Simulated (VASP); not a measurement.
**MgZn3: relaxation of cell and atoms with LDA**

Crystal: MgZn3.

```
CELL_PARAMETERS angstrom
2.97721 0.00000 0.00000
-1.48860 2.57834 0.00000
0.00000 0.00000 8.77860
ATOMIC_POSITIONS crystal
Mg 0.66667 0.33333 0.50000
Zn 0.66667 0.33333 0.00000
Zn 0.00000 0.00000 0.75983
Zn 0.00000 0.00000 0.24017
```

```
Program                : VASP 6.6.1
Task                   : relaxation of cell and atoms
Functional             : LDA
Potentials or basis    : VASP PAW LDA potentials, release 64 (Mg, Zn)
Cutoff                 : 600 eV
k mesh                 : 10 × 10 × 3
Occupations            : gaussian, width 0.1 eV
Spin                   : no spin polarisation
Dipole correction      : no
Further INCAR settings : ALGO = Normal; EDIFF = 1e-06; IBRION = 2; EDIFFG = -0.02; NSW = 80; ISIF = 3
```

```
Relaxed volume                         : 15.20 Å³/atom
Relaxed cell                           : a = 2.900 Å, b = 2.900 Å, c = 8.347 Å, α = 90.00°, β = 90.00°, γ = 120.00°
Space group after relaxing (to 0.05 Å) : P-6m2 (No. 187)
Energy gained by relaxing              : 42.6 meV/atom
Ionic steps                            : 7
Pressure after relaxing                : -0.2 GPa
Largest force after relaxing           : 0.011 eV/Å
Band gap on the k mesh                 : zero (band 19 reaches 4.92 eV, above the bottom of band 20 at 2.32 eV)
```

Forces in eV/Å, atoms in the order of the input:
```
Mg   0.000  0.000  0.000
Zn   0.000  0.000  0.000
Zn   0.000  0.000  0.011
Zn   0.000  0.000 -0.011
```

Step by step:
```
step  energy change (eV)  largest force (eV/Å)  pressure (GPa)  volume (Å³)
   1              0.0000                0.1866           -6.27        67.39
   2             -0.1634                0.1347           -0.90        61.15
   3             -0.1662                0.1231            0.14        60.36
   4             -0.1685                0.0978            0.15        60.42
   5             -0.1698                0.0639            0.17        60.51
   6             -0.1705                0.0288           -0.08        60.71
   7             -0.1706                0.0114           -0.18        60.81
```

Final structure:
```
Mg Zn
1.0
     2.90046    0.00000    0.00000
    -1.45023    2.51187    0.00000
     0.00000    0.00000    8.34725
Mg Zn
1 3
Direct
  0.66667 0.33333 0.50000
  0.66667 0.33333 0.00000
  0.00000 0.00000 0.76387
  0.00000 0.00000 0.23613
```

Levels at points of the mesh, in eV from the Fermi level:
| k point | band 15 | band 16 | band 17 | band 18 | band 19 | band 20 | band 21 | band 22 | band 23 |
| --- | --- | --- | --- | --- | --- | --- | --- | --- | --- |
| (0.00, 0.00, 0.00) | -7.20 | -7.06 | -7.06 | -6.92 | -1.67 | 0.44 | 9.59 | 10.69 | 12.25 |
| (0.50, 0.00, 0.00) | -7.01 | -3.57 | -3.38 | -2.07 | -1.79 | -0.99 | 0.31 | 4.00 | 5.13 |

It took 110 s on 1 thread of Intel(R) Xeon(R) Platinum 8488C (Sapphire Rapids), with other jobs on the host, peak memory 0.2 GiB.
